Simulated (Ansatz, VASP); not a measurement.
Two plane-wave programs on BN

```
CELL_PARAMETERS angstrom
0.00000 1.79032 1.79032
1.79032 0.00000 1.79032
1.79032 1.79032 0.00000
ATOMIC_POSITIONS crystal
B 0.00000 0.00000 0.00000
N 0.25000 0.25000 0.25000
```

Alike in both runs: functional LDA; k mesh 13 × 13 × 13; occupations fermi-dirac, width 0.02 eV; no spin polarisation.

Ansatz relaxed the structure, and its values are those at the end. VASP's run is a single point on that final structure, the one shown.

|  | VASP | Ansatz |
| --- | --- | --- |
| version | VASP 6.6.1 | Ansatz 0.2.0 |
| potentials or method | VASP PAW LDA potentials, release 64 (B_h, N_h) | PAW with Ansatz's default frozen-core files, scalar-relativistic |
| plane-wave cutoff (eV) | 910 | 420 |
| valence electrons in the cell | 8 | 8 |

VASP gave:

| Property | Result |
| --- | --- |
| gap on the k mesh at the Fermi level (eV) | 4.46 |

What did Ansatz give for the same quantities?

gap on the k mesh at the Fermi level (eV): 4.47.

LDA's correlation is that of Perdew and Zunger in VASP and of Perdew and Wang (1992) in Ansatz.

Noted on VASP's run: the cutoff is short for stress, so the pressure is rough.
